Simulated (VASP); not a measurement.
Wanted: the native input for a VASP 6.6.1 run.

```
Task                   : single point
Functional             : PBE
Potentials or basis    : VASP PAW PBE potentials, release 64 (Li_sv, Cl)
Cutoff                 : 520 eV
k mesh                 : 8 × 8 × 8
Occupations            : gaussian, width 0.05 eV
Spin                   : no spin polarisation
Dipole correction      : no
Further INCAR settings : ALGO = Normal; EDIFF = 1e-06; NBANDS = 12
```

The structure of LiCl lies in POSCAR:

```
LiCl
1.0
    0.0000000000      2.6417028000      2.5647600000
    2.6417028000      0.0000000000      2.5647600000
    2.6417028000      2.6417028000      0.0000000000
Li Cl
1 1
Direct
    0.0000000000      0.0000000000      0.0000000000
    0.5000000000      0.5000000000      0.5000000000
```

This cell differs from its parent crystal: strain +0.0300 x Voigt [1, 1, 0, 0, 0, 0].

These files were run (other wordings do the same):

INCAR

```
  PREC = Accurate
  ENCUT = 520
  EDIFF = 1E-6
  ISMEAR = 0
  SIGMA = 0.05
  LREAL = F
  LASPH = T
  NELM = 80
  ALGO = Normal
  ISIF = 2
  LWAVE = F
  LCHARG = F
  GGA = PE
  NBANDS = 12
```

KPOINTS

```
regular mesh
0
Gamma
  8 8 8
```

Potentials or basis: VASP PAW PBE potentials, release 64 (Li_sv, Cl).

Command:

```sh
$ cat potpaw_PBE.64/Li_sv/POTCAR potpaw_PBE.64/Cl/POTCAR > POTCAR
$ mpirun -np 1 vasp_std > vasp.out
```

It gave:

```
Band gap on the k mesh : 5.99 eV, direct
```

Caveat: the cell differs from its parent crystal (strain +0.0300 x Voigt [1, 1, 0, 0, 0, 0]).

Run time: 19 s on 1 thread of Intel(R) Xeon(R) Platinum 8488C (Sapphire Rapids), on a shared host, peak memory 0.15 GiB.
